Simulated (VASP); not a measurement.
Runs of VASP 6.6.1 on MoS2. It takes space group R3m (No. 160, trigonal). Conventional cell: a = 3.175 Å, b = 3.175 Å, c = 18.582 Å, α = 90.00°, β = 90.00°, γ = 120.00°. Mo (site symmetry 3m) has 6 S at 2.40 Å and 6 Mo at 3.18 Å within 3.2 Å. Within 3.2 Å of S (site symmetry 3m) lie 3 Mo at 2.40 Å and 7 S at 3.11 to 3.18 Å. Within 3.2 Å of S (site symmetry 3m) lie 3 Mo at 2.40 Å and 7 S at 3.11 to 3.18 Å. 

| level | smearing | gap on the mesh (eV) | pressure (GPa) | largest force (eV/Å) |
| --- | --- | --- | --- | --- |
| PBEsol | gaussian 0.5 eV | 0.93 | -2.5 | 0.15 |
| PBEsol | fermi-dirac 0.5 eV | 0.93 | (a) | 0.02 |
| r2SCAN | gaussian 0.01 eV | 1.05 | 1.2 | 0.05 |
| PBEsol | gaussian 0.01 eV | 0.93 | -2.5 | 0.14 |
| PBEsol | methfessel-paxton 0.001 eV | 0.93 | -2.5 | 0.14 |

Alike in all rows: no spin polarisation; cell as given.

**Question.** Estimate the missing entries.

**Answer.** (a) -0.8.

Caveats: the PAW data sets were made with another functional, which shifts forces and pressure a little.

A k mesh can miss the band edges, and the runs leave out spin-orbit coupling on Mo.
